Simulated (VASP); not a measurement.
**Br: relaxation of cell and atoms with PBE**

The system is Br.

```xyz
1
Lattice="3.0600 0.0000 0.0000 0.0000 3.0600 0.0000 0.0000 0.0000 3.0600" Properties=species:S:1:pos:R:3 pbc="T T T"
Br    0.0000    0.0000    0.0000
```

```
Program                : VASP 6.6.1
Task                   : relaxation of cell and atoms
Functional             : PBE
Potentials or basis    : VASP PAW PBE potentials, release 64 (Br)
Cutoff                 : 600 eV
k mesh                 : 14 × 14 × 14
Occupations            : gaussian, width 0.02 eV
Spin                   : no spin polarisation
Target pressure        : 15 GPa
Dipole correction      : no
Further INCAR settings : ALGO = Normal; EDIFF = 1e-07; IBRION = 2; EDIFFG = -0.03; NSW = 80; ISIF = 3
```

```yaml
Relaxed_volume: 23.02 Å³/atom
Relaxed_cell: a = 2.845 Å, b = 2.845 Å, c = 2.845 Å, α = 90.00°, β = 90.00°, γ = 90.00°
Space_group_after_relaxing_to_0.1_Å: Pm-3m (No. 221)
Energy_change_on_relaxing_the_run_minimises_the_enthalpy: +236.9 meV/atom
Ionic_steps: 4
Pressure_after_relaxing: 15.0 GPa
Band_gap_on_the_k_mesh: zero (an odd number of electrons rules out a gap without spin polarisation)
```

Step by step:
| step | energy change (eV) | largest force (eV/Å) | pressure (GPa) | volume (Å³) |
| --- | --- | --- | --- | --- |
| 1 | 0.0000 | 0.0000 | 1.21 | 28.65 |
| 2 | 0.7584 | 0.0000 | 36.58 | 19.60 |
| 3 | 0.2275 | 0.0000 | 14.54 | 23.13 |
| 4 | 0.2369 | 0.0000 | 14.96 | 23.02 |

Final structure:
```cif
data_structure
_symmetry_space_group_name_H-M 'P 1'
_symmetry_Int_Tables_number 1
_cell_length_a 2.8448
_cell_length_b 2.8448
_cell_length_c 2.8448
_cell_angle_alpha 90.000
_cell_angle_beta 90.000
_cell_angle_gamma 90.000
_cell_volume 23.02
loop_
_atom_site_label
_atom_site_type_symbol
_atom_site_fract_x
_atom_site_fract_y
_atom_site_fract_z
_atom_site_occupancy
Br1 Br 0.00000 0.00000 0.00000 1
```

Levels at points of the mesh, in eV from the Fermi level:
```
           k point  band 1  band 2  band 3  band 4  band 5  band 6  band 7
(0.00, 0.00, 0.00)  -17.62   -0.24   -0.24   -0.24    7.00    8.06    8.06
(0.50, 0.00, 0.00)  -16.07   -7.17    0.80    0.80    9.99   10.62   12.31
(0.50, 0.50, 0.00)  -14.57   -5.61   -5.61    1.73    3.70   12.62   15.58
(0.50, 0.50, 0.50)  -13.10   -4.26   -4.26   -4.26    6.41    6.41    6.41
```

It took 54 s on 1 thread of Intel(R) Xeon(R) Platinum 8259CL CPU @ 2.50GHz (Skylake/Cascade Lake), on a shared host, peak memory 0.16 GiB.

Caveat: the cell is relaxed towards a set pressure, so the run minimises the enthalpy, not the energy; the volume moved by over 15 % at a fixed basis, so the end points are rough; an odd number of electrons without spin polarisation forces a metal; a magnetic or distorted state may lie lower.
